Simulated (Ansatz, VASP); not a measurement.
**C: VASP beside Ansatz**

POSCAR

```
C
1.0
    0.0000000000      1.7977681022      1.7977681022
    1.7977681022      0.0000000000      1.7977681022
    1.7977681022      1.7977681022      0.0000000000
C
2
Direct
    0.0000000000      0.0000000000      0.0000000000
    0.2500000000      0.2500000000      0.2500000000
```

Contents of INCAR.step1:

```
PREC = Accurate ; ENCUT = 660
ISMEAR = 0 ; SIGMA = 0.02
LREAL = False ; LASPH = True
NELM = 120 ; NBANDS = 11
GGA = PE ; ALGO = Normal
EDIFF = 1E-5 ; LWAVE = True
LCHARG = False ; GGA_COMPAT = False
```

File INCAR.step2:

```
PREC = Accurate ; ENCUT = 660
EDIFF = 1E-6 ; ISMEAR = 0
SIGMA = 0.02 ; LREAL = False
LASPH = True ; NELM = 120
ALGO = Normal ; ISIF = 2
LWAVE = False ; LCHARG = False
METAGGA = R2SCAN ; LMIXTAU = True
NBANDS = 11 ; ISTART = 1
GGA_COMPAT = False
```

Contents of KPOINTS:

```
regular mesh
0
Gamma
  12 12 12
```

Input for Ansatz:

```yaml
crystal:
  lattice:
    - [0.0, 1.7977681022, 1.7977681022]
    - [1.7977681022, 0.0, 1.7977681022]
    - [1.7977681022, 1.7977681022, 0.0]
  atoms:
    - { symbol: C, position: [0.0, 0.0, 0.0] }
    - { symbol: C, position: [0.25, 0.25, 0.25] }
basis:
  ecutwfc: 500
kpoints:
  mp_grid: { grid: [12, 12, 12] }
hamiltonian:
  xc: r2scan
scf:
  occupations: { method: gaussian, width: 0.02 }
output:
  forces: true
  stress: true
  eigenvalues: true
```

Alike in both runs: task single point; functional r2SCAN; k mesh 12 × 12 × 12; occupations gaussian, width 0.02 eV; no spin polarisation.

```csv
,VASP,Ansatz
version,VASP 6.6.1,Ansatz 0.2.0
potentials or method,"VASP PAW PBE potentials, release 64 (C), cutoff 660 eV","scalar-relativistic, plane waves, PAW"
valence electrons in the cell,8,8
```

|  | VASP | Ansatz | Ansatz less VASP |
| --- | --- | --- | --- |
| gap on the k mesh at the Fermi level (eV) | 4.29 | 4.31 | +0.027 |
| least direct gap on the mesh (eV) | 5.77 | 5.81 | +0.043 |
| pressure (GPa) | -12.5 | -12.6 | -0.09 |

VASP's potentials were made for PBE, not for r2SCAN.
